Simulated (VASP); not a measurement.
**AgBr: single point with PBE**

Crystal: AgBr.

```
CELL_PARAMETERS angstrom
0.00000 -2.92096 -2.92096
2.92096 0.00000 -2.92096
2.92096 -2.92096 0.00000
ATOMIC_POSITIONS crystal
Ag 0.00000 0.00000 0.00000
Br 0.50000 0.50000 0.50000
```

```yaml
Program: VASP 6.6.1
Task: single point
Functional: PBE
Potentials_or_basis: VASP PAW PBE potentials, release 64 (Ag, Br)
Cutoff: 500 eV
k_mesh: 8 × 8 × 8
Occupations: gaussian, width 0.02 eV
Spin: no spin polarisation
```

```json
{
 "Pressure": "-0.1 GPa",
 "Band gap on the k mesh": "0.69 eV (least direct gap 2.44 eV)"
}
```

Levels at points of the mesh, in eV from the valence-band top:
```tsv
k point	band 5	band 6	band 7	band 8	band 9	band 10	band 11	band 12	band 13	band 14
(0.00, 0.00, 0.00)	-2.58	-2.58	-1.75	-1.75	-1.75	0.69	9.93	9.93	9.93	11.25
(0.50, 0.00, 0.00)	-2.32	-2.32	-2.00	0.00	0.00	3.88	6.29	6.86	6.86	12.13
(0.50, 0.50, 0.00)	-2.57	-2.44	-2.23	-2.23	-2.16	1.71	7.15	8.85	10.79	10.79
```

Wall time 28 s on 1 thread of Intel Xeon 8259CL (shared host), peak memory 0.18 GiB.

Caveat: semilocal functionals underestimate gaps, and a narrow one can read as zero. A hybrid or GW would open this gap; PBE tends to underestimate it.
